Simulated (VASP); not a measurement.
The system is RbBr.

```
CELL_PARAMETERS angstrom
0.00000 3.86950 3.86950
3.86950 0.00000 3.86950
3.86950 3.86950 0.00000
ATOMIC_POSITIONS crystal
Rb 0.00000 0.00000 0.00000
Br 0.25000 0.25000 0.25000
```

Program: VASP 6.6.1. Alike in all runs: task single point; no spin polarisation; cell as given; cutoff (eV) 500.

Task: Order these runs on this cell by their band gap on the k mesh, lowest first.
A. level PBEsol; potentials or basis VASP PAW PBE potentials, release 64 (Rb_sv, Br); k mesh 4 × 4 × 4, shifted; smearing gaussian 0.01 eV
B. level LDA; potentials or basis VASP PAW LDA potentials, release 64 (Rb_sv, Br); k mesh 2 × 2 × 2; smearing gaussian 0.01 eV
C. level PBEsol; potentials or basis VASP PAW PBE potentials, release 64 (Rb_sv, Br); k mesh 4 × 4 × 4; smearing methfessel-paxton 0.5 eV

Result: B (3.80 eV), C (4.12 eV), A (4.35 eV).

Caveats: some runs use coarse meshes.

A k mesh can miss the band edges.
